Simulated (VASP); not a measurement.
# Sb (I4/mcm) in VASP: a series of runs, part 3 of 3

VASP 6.6.1. The steps go on from the part before.

### 6 Single point, PBEsol

This run uses another cell than the first one, of 21.95 Å³/atom, 0.695 times its volume.

File INCAR:

```
PREC = Accurate ; ENCUT = 520
EDIFF = 1E-7 ; ISMEAR = -1
SIGMA = 0.05 ; LREAL = False
LASPH = True ; NELM = 60
ALGO = Normal ; ISIF = 2
LWAVE = False ; LCHARG = True
GGA = PS ; LELF = True
LVHAR = True ; NBANDS = 18
```

File KPOINTS:

```
regular mesh
0
Gamma
  7 7 7
```

File POSCAR:

```
Sb
1.0
   -2.8073411141      2.8073411141      2.7857018788
    2.8073411141     -2.8073411141      2.7857018788
    2.8073411141      2.8073411141     -2.7857018788
Sb
4
Direct
    0.7232468020      0.2232468020      0.9464936041
    0.2232468020      0.2767531980      0.5000000000
    0.2767531980      0.7767531980      0.0535063959
    0.7767531980      0.7232468020      0.5000000000
```

Potentials or basis: VASP PAW PBE potentials, release 64 (Sb).

On the command line:

```sh
$ cat potpaw_PBE.64/Sb/POTCAR > POTCAR
$ mpirun -np 1 vasp_std > vasp.out
```

OUTCAR:

```text
PREC = Accurate
   ENCUT = 520
   EDIFF = 1E-7
   ISMEAR = -1
   LREAL = False
   LASPH = True
   NELM = 60
   ISIF = 2
   GGA = PS

 ion  position               nearest neighbor table
   1  0.723  0.223  0.946-   3 2.82   3 2.82   4 2.82   2 2.82   4 2.82   2 2.82   3 3.55   2 3.75
                             4 3.75   4 3.75   2 3.75
   2  0.223  0.277  0.500-   4 2.82   4 2.82   3 2.82   1 2.82   1 2.82   3 2.82   4 3.55   1 3.75
                             3 3.75   3 3.75   1 3.75
   3  0.277  0.777  0.054-   1 2.82   1 2.82   4 2.82   2 2.82   4 2.82   2 2.82   1 3.55   4 3.75
                             2 3.75   2 3.75   4 3.75
   4  0.777  0.723  0.500-   2 2.82   2 2.82   1 2.82   3 2.82   1 2.82   3 2.82   2 3.55   1 3.75
                             3 3.75   3 3.75   1 3.75

  LATTYP: Found a body centered tetragonal cell.
 ALAT       =     5.6146822282
 C/A-ratio  =     0.9922919110

  Lattice vectors:

 A1 = (  -2.8073411141,   2.8073411141,   2.7857018788)
 A2 = (   2.8073411141,  -2.8073411141,   2.7857018788)
 A3 = (   2.8073411141,   2.8073411141,  -2.7857018788)

Analysis of symmetry for initial positions (statically):
=====================================================================
 Subroutine PRICEL returns:
 Original cell was already a primitive cell.

 Routine SETGRP: Setting up the symmetry group for a
 body centered tetragonal supercell.

 Subroutine GETGRP returns: Found 16 space group operations
 (whereof  8 operations were pure point group operations)
 out of a pool of 16 trial point group operations.

The static configuration has the point symmetry C_4h.
 The point group associated with its full space group is D_4h.

Analysis of symmetry for dynamics (positions and initial velocities):
=====================================================================
 Subroutine PRICEL returns:
 Original cell was already a primitive cell.

 Routine SETGRP: Setting up the symmetry group for a
 body centered tetragonal supercell.

 Subroutine GETGRP returns: Found 16 space group operations
 (whereof  8 operations were pure point group operations)
 out of a pool of 16 trial point group operations.

The dynamic configuration has the point symmetry C_4h.
 The point group associated with its full space group is D_4h.

 Subroutine INISYM returns: Found 16 space group operations
 (whereof  8 operations are pure point group operations),
 and found     1 'primitive' translations

----------------------------------------------------------------------------------------

                                     Primitive cell

  volume of cell :      87.8183

  direct lattice vectors                    reciprocal lattice vectors
    -2.807341114  2.807341114  2.785701879     0.000000000  0.178104470  0.179487979
     2.807341114 -2.807341114  2.785701879     0.178104470  0.000000000  0.179487979
     2.807341114  2.807341114 -2.785701879     0.178104470  0.178104470  0.000000000

  length of vectors
     4.849996208  4.849996208  4.849996208     0.252857938  0.252857938  0.251877756

  position of ions in fractional coordinates (direct lattice)
     0.723246802  0.223246802  0.946493604
     0.223246802  0.276753198  0.500000000
     0.276753198  0.776753198  0.053506396
     0.776753198  0.723246802  0.500000000

  ion indices of the primitive-cell ions
   primitive index   ion index
                 1           1
                 2           2
                 3           3
[... 23 lines left out ...]
 Subroutine IBZKPT returns following result:
 ===========================================

 Found     40 irreducible k-points:

 Following reciprocal coordinates:
            Coordinates               Weight
  0.000000  0.000000  0.000000      1.000000
  0.142857  0.000000 -0.000000      8.000000
  0.285714  0.000000 -0.000000      8.000000
  0.428571  0.000000 -0.000000      8.000000
  0.142857  0.142857 -0.000000      8.000000
  0.285714  0.142857 -0.000000     16.000000
[... 16 lines left out ...]
 -0.142857  0.285714  0.142857      8.000000
 -0.428571  0.428571  0.142857      8.000000
 [... further k-points ...]
   k-points           NKPTS =     40   k-points in BZ     NKDIM =     40   number of bands    NBANDS=     18
   number of dos      NEDOS =    301   number of ions     NIONS =      4
   total plane-waves  NPLWV =  46656
   dimension x,y,z NGX =    36 NGY =   36 NGZ =   36
   dimension x,y,z NGXF=    72 NGYF=   72 NGZF=   72
   ions per type =               4
   NGX,Y,Z   is equivalent  to a cutoff of  12.34, 12.34, 12.34 a.u.
   NGXF,Y,Z  is equivalent  to a cutoff of  24.68, 24.68, 24.68 a.u.
 SYSTEM =  unknown system
   PREC   = accura    normal or accurate (medium, high low for compatibility)
   ISTART =      0    job   : 0-new  1-cont  2-samecut
   ICHARG =      2    charge: 1-file 2-atom 10-const
   ISPIN  =      1    spin polarized calculation?
   LNONCOLLINEAR =      F non collinear calculations
   LSORBIT =      F    spin-orbit coupling
   LASPH  =      T    aspherical Exc in radial PAW
   ENCUT  =  520.0 eV  38.22 Ry    6.18 a.u.   9.02  9.02  9.02*2*pi/ulx,y,z
   NELM   =     60;   NELMIN=  2; NELMDL= -5     # of ELM steps
   EDIFF  = 0.1E-06   stopping-criterion for ELM
   LREAL  =      F    real-space projection
   EDIFFG = 0.1E-05   stopping-criterion for IOM
   NSW    =      0    number of steps for IOM
   IBRION =     -1    ionic relax: 0-MD 1-quasi-New 2-CG
   NFREE  =      0    steps in history (QN), initial steepest desc. (CG)
   ISIF   =      2    stress and relaxation
   ISYM   =      2    0-nonsym 1-usesym 2-fastsym
   POTIM  = 0.5000    time-step for ionic-motion
   TEBEG  =    0.0;   TEEND  =   0.0 temperature during run
   PSTRESS=    0.0 pullay stress
   NELECT =      20.0000    total number of electrons
   NUPDOWN=      -1.0000    fix difference up-down
   EMIN   =  10.00;   EMAX   =-10.00  energy-range for DOS
   EFERMI =   0.00;   METHOD = LEGACY
   ISMEAR =    -1;   SIGMA  =   0.05  broadening in eV -4-tet -1-fermi 0-gaus
   EFERMI_NEDOS =   21; number of points for ismear=-14 and -15
   IALGO  =     38    algorithm
   IMIX   =      4    mixing-type and parameters
     AMIX     =   0.40;   BMIX     =  1.00
     AMIX_MAG =   1.60;   BMIX_MAG =  1.00
  volume/ion in A,a.u.               =      21.95       148.16
  Fermi-wavevector in a.u.,A,eV,Ry     =   0.999746  1.889247 13.598925  0.999493
  Thomas-Fermi vector in A             =   2.132057
   LORBIT       =      0    0 simple, 1 ext, 2 COOP (PROOUT), +10 PAW based schemes
   GGA     = PS    functional components
   LHFCALC =     F    Hartree Fock is set to
   AEXX    =    0.0000 exact exchange contribution
   IVDW    =     0    specifies the selected vdW correction
   LEPSILON=     F    determine dielectric tensor
   LRPA    =     F    only Hartree local field effects (RPA)
 non-spin polarized calculation
  energy-cutoff  :      520.00
  volume of cell :       87.82
 maximum number of plane-waves:      2390
   NGX = 19   NGY = 19   NGZ = 19

 number of electron      19.9999997 magnetization

 Free energy of the ion-electron system (eV)
  ---------------------------------------------------
  ext. energy  EPLUGINS =         0.00000000
  ---------------------------------------------------
  free energy    TOTEN  =       -16.09330210 eV

  energy without entropy =      -16.08283076  energy(sigma->0) =      -16.08806643

 E-fermi :  11.4950     XC(G=0): -11.1139

 val. band max:       11.4637109129   @ k =   0.2857   0.2857   0.1429
 cond. band min:      11.5319095960   @ k =   0.2857   0.2857   0.1429
 fundamental gap:      0.0681986831
 Fermi energy:        11.4950158883

 k-point     1 :       0.0000    0.0000    0.0000
  band No.  band energies     occupation
      1      -3.7313      2.00000
      2       4.1024      2.00000
      3       4.2073      2.00000
      4       4.2073      2.00000
      5       6.2332      2.00000
      6       6.4247      2.00000
[... 481 lines left out ...]
      5       4.6991      2.00000
      6       6.4207      2.00000
[... 10 lines left out ...]
     17      17.1697      0.00000
     18      18.1113      0.00000

 [... further k-points ...]
[... 5 lines left out ...]
  --------------------------------------------------------------------------------------
  -------------------------------------------------------------------------------------
  Total       16.9096386     16.9096386     16.9352640      0.0000000     -0.0000000      0.0000000
  in kB      308.5033668    308.5033668    308.9708821      0.0000000     -0.0000000      0.0000000
  external PRESSURE =     308.6592052 kB  Pullay stress =       0.0000000 kB

 VOLUME and BASIS-vectors are now :
 -----------------------------------------------------------------------------
  energy-cutoff  :      520.00
  volume of cell :       87.82
      direct lattice vectors                 reciprocal lattice vectors
    -2.807341114  2.807341114  2.785701879     0.000000000  0.178104470  0.179487979
     2.807341114 -2.807341114  2.785701879     0.178104470  0.000000000  0.179487979
     2.807341114  2.807341114 -2.785701879     0.178104470  0.178104470  0.000000000

 POSITION                                       TOTAL-FORCE (eV/Angst)
 -----------------------------------------------------------------------------------
      1.25346      4.06080     -0.00000        -0.014150     -0.014150      0.000000
      1.55388      1.25346      0.00000         0.014150     -0.014150     -0.000000
      1.55388     -1.25346      2.78570         0.014150      0.014150     -0.000000
      1.25346      1.55388      2.78570        -0.014150      0.014150     -0.000000
 -----------------------------------------------------------------------------------
    total drift:                               -0.000000      0.000000     -0.000000

  FREE ENERGIE OF THE ION-ELECTRON SYSTEM (eV)
  ---------------------------------------------------
  free  energy   TOTEN  =       -16.0933020998 eV

  energy  without entropy=      -16.0828307592  energy(sigma->0) =      -16.08806643
```

OSZICAR:

```text
N       E                     dE             d eps       ncg     rms          rms(c)
DAV:   1     0.979994709189E+02    0.97999E+02   -0.69214E+03  1440   0.902E+02
DAV:   2    -0.103171393956E+02   -0.10832E+03   -0.10487E+03  1866   0.165E+02
DAV:   3    -0.161161249749E+02   -0.57990E+01   -0.57034E+01  1764   0.417E+01
DAV:   4    -0.161723430781E+02   -0.56218E-01   -0.56156E-01  1770   0.471E+00
DAV:   5    -0.161729428043E+02   -0.59973E-03   -0.59970E-03  1758   0.556E-01    0.638E+00
DAV:   6    -0.161205507461E+02    0.52392E-01   -0.10064E-02  1660   0.493E-01    0.396E+00
DAV:   7    -0.160935729592E+02    0.26978E-01   -0.20650E-02  1568   0.719E-01    0.722E-02
DAV:   8    -0.160933091461E+02    0.26381E-03   -0.87756E-04  1662   0.162E-01    0.201E-02
DAV:   9    -0.160933031156E+02    0.60304E-05   -0.26847E-05  1914   0.295E-02    0.102E-02
DAV:  10    -0.160933021130E+02    0.10026E-05   -0.11505E-06  1708   0.643E-03    0.316E-03
DAV:  11    -0.160933020998E+02    0.13254E-07   -0.95536E-08  1248   0.178E-03
   1 F= -.16093302E+02 E0= -.16088066E+02  d E =-.104713E-01
```

Run time: 49 s. Hardware: 1 thread of Intel Xeon 6975P-C, shared host; peak memory 0.22 GiB.

What came out:

```yaml
Free_energy: -16.0933 eV
Pressure: 30.9 GPa
Largest_force: 0.020 eV/Å
Band_gap_on_the_k_mesh: zero (band 10 reaches 13.13 eV, above the bottom of band 11 at 10.77 eV)
```

Forces on the atoms (eV/Å):
```
Sb  -0.014 -0.014  0.000
Sb   0.014 -0.014  0.000
Sb   0.014  0.014  0.000
Sb  -0.014  0.014  0.000
```

Caveat: the PAW data sets were made with another functional, which shifts forces and pressure a little; spin-orbit coupling is left out, which moves the levels of the heavy elements.

### 7 The runs side by side

```csv
level,cell,gap on the mesh (eV),pressure (GPa),largest force (eV/Å)
r2SCAN,"a = 5.967 Å, angles 96.4, 96.4, 140.9°, 4 atoms",none,3.1,0.12
r2SCAN,"a = 6.008 Å, angles 96.4, 96.4, 140.9°, 4 atoms",none,1.8,0.09
r2SCAN,"a = 6.049 Å, angles 96.4, 96.4, 140.9°, 4 atoms",none,0.7,0.06
r2SCAN,"a = 6.089 Å, angles 96.4, 96.4, 140.9°, 4 atoms",none,-0.3,0.03
PBEsol,"a = 4.850 Å, angles 109.3, 109.3, 109.9°, 4 atoms",none,30.9,0.02
```

Alike in all rows: task single point; potentials or basis VASP PAW PBE potentials, release 64 (Sb); no spin polarisation; k mesh 7 × 7 × 7; cutoff (eV) 520; smearing fermi-dirac 0.05 eV.

Caveats: the PAW data sets were made with another functional, which shifts forces and pressure a little; spin-orbit coupling is left out, which moves the levels of the heavy elements.

Total energies depend on the potentials used, so only differences within one code and one set of settings carry meaning.
